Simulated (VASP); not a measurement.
Set up this calculation in VASP 6.6.1, as the native input.

* Task: relaxation of cell and atoms
* Functional: PBEsol
* Potentials or basis: VASP PAW PBE potentials, release 64 (Mg)
* Cutoff: 600 eV
* k mesh: 14 × 14 × 14
* Occupations: fermi-dirac, width 0.1 eV
* Spin: no spin polarisation
* Target pressure: 100 GPa
* Dipole correction: no
* Further INCAR settings: ALGO = Normal; EDIFF = 1e-06; IBRION = 2; EDIFFG = -0.005; NSW = 32; ISIF = 3

The structure of Mg lies in POSCAR:

```
Mg
1.0
    0.0000000000      2.3370336110      2.3370336110
    2.3370336110      0.0000000000      2.3370336110
    2.3370336110      2.3370336110      0.0000000000
Mg
2
Direct
   -0.1250000000     -0.1250000000     -0.1250000000
    0.1250000000      0.1250000000      0.1250000000
```

This isn't the form of Mg at room conditions, which is hcp.

The input as run:

INCAR

```
PREC     = Accurate       # precision mode
ENCUT    = 600            # plane-wave cutoff, eV
EDIFF    = 1E-6           # SCF threshold, eV
ISMEAR   = -1             # smearing method
SIGMA    = 0.1            # smearing width, eV
LREAL    = F              # projectors in reciprocal space
LASPH    = T              # aspherical terms in the spheres
NELM     = 60             # most SCF steps
ALGO     = Normal         # electronic algorithm
ISIF     = 3              # what is computed and relaxed
LWAVE    = F              # write WAVECAR
LCHARG   = F              # write CHGCAR
GGA      = PS             # functional
IBRION   = 2              # ionic algorithm
NSW      = 32             # ionic steps
EDIFFG   = -0.005         # ionic threshold
PSTRESS  = 1000.0
```

KPOINTS

```
Automatic mesh
0
Gamma
  14 14 14
```

Potentials or basis: VASP PAW PBE potentials, release 64 (Mg).

The run is started by

```console
$ cat potpaw_PBE.64/Mg/POTCAR > POTCAR
$ mpirun -np 1 vasp_std > vasp.out
```

It gave:

```yaml
Relaxed_volume: 12.77 Å³/atom
Relaxed_cell: a = 3.305 Å, b = 3.305 Å, c = 3.305 Å, α = 60.00°, β = 60.00°, γ = 60.00°
Space_group_after_relaxing_to_0.1_Å: Fd-3m (No. 227)
Energy_change_on_relaxing_the_run_minimises_the_enthalpy: -2.9 meV/atom
Ionic_steps: 3
Pressure_after_relaxing: 100.0 GPa
Band_gap_on_the_k_mesh: zero (bands 2 and 3 overlap by 9.16 eV)
```

Caveat: the cell is relaxed towards a set pressure, so the run minimises the enthalpy, not the energy; the PAW data sets were made with another functional, which shifts forces and pressure a little.

Wall time 22 s on 1 thread of Intel(R) Xeon(R) Platinum 8488C (Sapphire Rapids) (shared host), peak memory 0.17 GiB.
